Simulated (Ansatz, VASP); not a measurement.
Y: VASP beside Ansatz

INCAR

```
SYSTEM = Y
ALGO     = Normal         ! electronic algorithm
EDIFF    = 1E-6           ! SCF threshold, eV
ENCUT    = 520            ! plane-wave cutoff, eV
GGA      = CA             ! functional
ISIF     = 2              ! what is computed and relaxed
ISMEAR   = -1             ! smearing method
LASPH    = .True.         ! aspherical terms in the spheres
LCHARG   = .False.        ! write CHGCAR
LREAL    = .False.        ! projectors in reciprocal space
LWAVE    = .False.        ! write WAVECAR
NBANDS   = 12             ! bands
NELM     = 60             ! most SCF steps
PREC     = Accurate       ! precision mode
SIGMA    = 0.1            ! smearing width, eV
```

File KPOINTS:

```
k-points
0
Gamma
  13 13 13
  0 0 0
```

POSCAR

```
Y
1.0
    0.0000000000      2.5477454898      2.5477454898
    2.5477454898      0.0000000000      2.5477454898
    2.5477454898      2.5477454898      0.0000000000
Y
1
Direct
    0.0000000000      0.0000000000      0.0000000000
```

Input for Ansatz:

```yaml
crystal:
  lattice:
    - [0.0, 2.5477454898, 2.5477454898]
    - [2.5477454898, 0.0, 2.5477454898]
    - [2.5477454898, 2.5477454898, 0.0]
  atoms:
    - { symbol: "Y", position: [0.0, 0.0, 0.0] }
hamiltonian:
  xc: lda
  pseudopotentials:
    kind: paw
    azcp:
      "Y": "pseudopotentials/Y.paw.azcp"
basis:
  ecutwfc: 420
  fft_grid_basis: typed
kpoints:
  mp_grid: { grid: [13, 13, 13], shift: [0, 0, 0] }
magnetization:
  spin_polarized: false
scf:
  occupations: { method: fermi_dirac, width: 0.1 }
  lower_state_search: "off"
output:
  stress: true
```

Alike in both runs: task single point; functional LDA; k mesh 13 × 13 × 13; occupations fermi-dirac, width 0.1 eV; no spin polarisation.

|  | VASP | Ansatz |
| --- | --- | --- |
| version | VASP 6.6.1 | Ansatz 0.2.0 |
| potentials or method | VASP PAW LDA potentials, release 64 (Y_sv), cutoff 520 eV | plane waves (420 eV) with PAW, scalar-relativistic |
| valence electrons in the cell | 11 | 11 |

|  | VASP | Ansatz | Ansatz less VASP |
| --- | --- | --- | --- |
| pressure (GPa) | -4.4 | -4.2 | +0.16 |

Ansatz warns that its potentials were made for another functional, while VASP's fit it. LDA's correlation is that of Perdew and Zunger in VASP and of Perdew and Wang (1992) in Ansatz.
